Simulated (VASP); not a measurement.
Set up this calculation in VASP 6.6.1, as the native input.

* Task: relaxation of cell and atoms
* Functional: PBE
* Potentials or basis: VASP PAW PBE potentials, release 64 (Sc_sv, Si, S)
* Cutoff: 600 eV
* k mesh: 10 × 10 × 6
* Occupations: gaussian, width 0.1 eV
* Spin: no spin polarisation
* Dipole correction: no
* Further INCAR settings: ALGO = Normal; EDIFF = 1e-06; IBRION = 2; EDIFFG = -0.01; NSW = 100; ISIF = 3

The structure of ScSiS3 lies in POSCAR:

```
ScSiS3
1.0
    3.7076273800      0.0000000000      0.0000000000
    0.0000000000      3.7076273800      0.0000000000
    0.0000000000      0.0000000000      7.5879393274
Sc Si S
1 1 3
Direct
    0.5000000000      0.5000000000      0.5000000000
    0.0000000000      0.0000000000      0.5000000000
    0.0000000000      0.0000000000      0.0000000000
    0.5000000000      0.5000000000      0.8225058384
    0.5000000000      0.5000000000      0.1774941616
```

The cell was built from a structure type or drawn by symmetry, and may not be a known phase.

One way to write it, as run:

INCAR

```
PREC = Accurate ; ENCUT = 600
EDIFF = 1E-6 ; ISMEAR = 0
SIGMA = 0.1 ; LREAL = False
LASPH = True ; NELM = 100
ALGO = Normal ; ISIF = 3
LWAVE = False ; LCHARG = False
GGA = PE ; IBRION = 2
NSW = 100 ; EDIFFG = -0.01
```

KPOINTS

```
regular mesh
0
Gamma
  10 10 6
```

Potentials or basis: VASP PAW PBE potentials, release 64 (Sc_sv, Si, S).

Command:

```bash
$ cat potpaw_PBE.64/Sc_sv/POTCAR potpaw_PBE.64/Si/POTCAR potpaw_PBE.64/S/POTCAR > POTCAR
$ mpirun -np 1 vasp_std > vasp.out
```

It gave:

The relaxed volume is 20.83 Å³/atom. The relaxed cell is a = 3.692 Å, b = 3.692 Å, c = 7.640 Å, α = 90.00°, β = 90.00°, γ = 90.00° and the space group after relaxing (to 0.1 Å) is P4/mmm (No. 123). The energy gained by relaxing is 0.4 meV/atom and the ionic steps are 7. The pressure after relaxing is 0.0 GPa and the band gap on the k mesh is zero (an odd number of electrons rules out a gap without spin polarisation).

Wall time 5.7 min on 1 thread of AMD EPYC 9R45 96-Core Processor (Zen 5), with other jobs on the host, peak memory 0.36 GiB.
